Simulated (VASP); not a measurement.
A run of VASP 6.6.1 is set up as follows.

The input INCAR:

```
SYSTEM = Ge
PREC     = Accurate       ! precision mode
ENCUT    = 520            ! plane-wave cutoff, eV
EDIFF    = 1E-6           ! SCF threshold, eV
ISMEAR   = 0              ! smearing method
SIGMA    = 0.1            ! smearing width, eV
LREAL    = .FALSE.        ! projectors in reciprocal space
LASPH    = .TRUE.         ! aspherical terms in the spheres
NELM     = 80             ! most SCF steps
ALGO     = Normal         ! electronic algorithm
ISIF     = 2              ! what is computed and relaxed
LWAVE    = .FALSE.        ! write WAVECAR
LCHARG   = .TRUE.         ! write CHGCAR
GGA      = CA             ! functional
LELF     = .TRUE.         ! ELF
LVHAR    = .TRUE.       
NBANDS   = 21             ! bands
```

The input KPOINTS:

```
regular mesh
0
G
  8 8 8
  0 0 0
```

File POSCAR:

```
Ge
1.0
   -2.4308589222      2.4308589222      1.3793925274
    2.4308589222     -2.4308589222      1.3793925274
    2.4308589222      2.4308589222     -1.3793925274
Ge
2
Direct
    0.2500000000      0.7500000000      0.5000000000
    0.5000000000      0.5000000000      0.0000000000
```

Potentials or basis: VASP PAW LDA potentials, release 64 (Ge_d).

The run is started by

```console
$ cat potpaw_LDA.64/Ge_d/POTCAR > POTCAR
$ mpirun -np 1 vasp_std > vasp.out
```

Predict the band gap on the k mesh.

zero (bands 14 and 15 overlap by 5.38 eV).

What does it give for the pressure?

9.8 GPa.

Caveat: the cell stands under pressure.
